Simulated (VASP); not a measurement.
Wanted: the native input for a VASP 6.6.1 run.

| Item | Value |
| --- | --- |
| Task | single point |
| Functional | PBE |
| Potentials or basis | VASP PAW PBE potentials, release 64 (Sc_sv, C) |
| Cutoff | 520 eV |
| k mesh | 12 × 12 × 8 |
| Occupations | gaussian, width 0.1 eV |
| Spin | no spin polarisation |
| Dipole correction | no |
| Further INCAR settings | ALGO = Normal; EDIFF = 1e-06; NBANDS = 33 |

The structure of ScC3 lies in POSCAR:

```
ScC3
1.0
    5.2817077773      0.0000000000      0.0000000000
   -2.6408538886      4.5740931105      0.0000000000
    0.0000000000      0.0000000000      4.8415811598
Sc C
2 6
Direct
    0.3333333333      0.6666666667      0.2500000000
    0.6666666667      0.3333333333      0.7500000000
    0.8496875082      0.4248437541      0.2500000000
    0.4248437541      0.8496875082      0.7500000000
    0.5751562459      0.4248437541      0.2500000000
    0.1503124918      0.5751562459      0.7500000000
    0.5751562459      0.1503124918      0.2500000000
    0.4248437541      0.5751562459      0.7500000000
```

These files were run (other wordings do the same):

INCAR

```
SYSTEM = ScC3
ALGO = Normal
EDIFF = 1E-6
ENCUT = 520
GGA = PE
ISIF = 2
ISMEAR = 0
LASPH = .TRUE.
LCHARG = .FALSE.
LREAL = .FALSE.
LWAVE = .FALSE.
NBANDS = 33
NELM = 60
PREC = Accurate
SIGMA = 0.1
```

KPOINTS

```
k-points
0
G
  12 12 8
  0 0 0
```

Potentials or basis: VASP PAW PBE potentials, release 64 (Sc_sv, C).

Command:

```sh
$ cat potpaw_PBE.64/Sc_sv/POTCAR potpaw_PBE.64/C/POTCAR > POTCAR
$ mpirun -np 1 vasp_std > vasp.out
```

Results of the run:

- Pressure: 0.5 GPa
- Largest force: 0.116 eV/Å
- Band gap on the k mesh: zero (bands 23 and 24 overlap by 2.84 eV)

Wall time 6.2 min on 1 thread of AMD EPYC 7R43 64-Core Processor (Zen 3), on a shared host, peak memory 0.38 GiB.
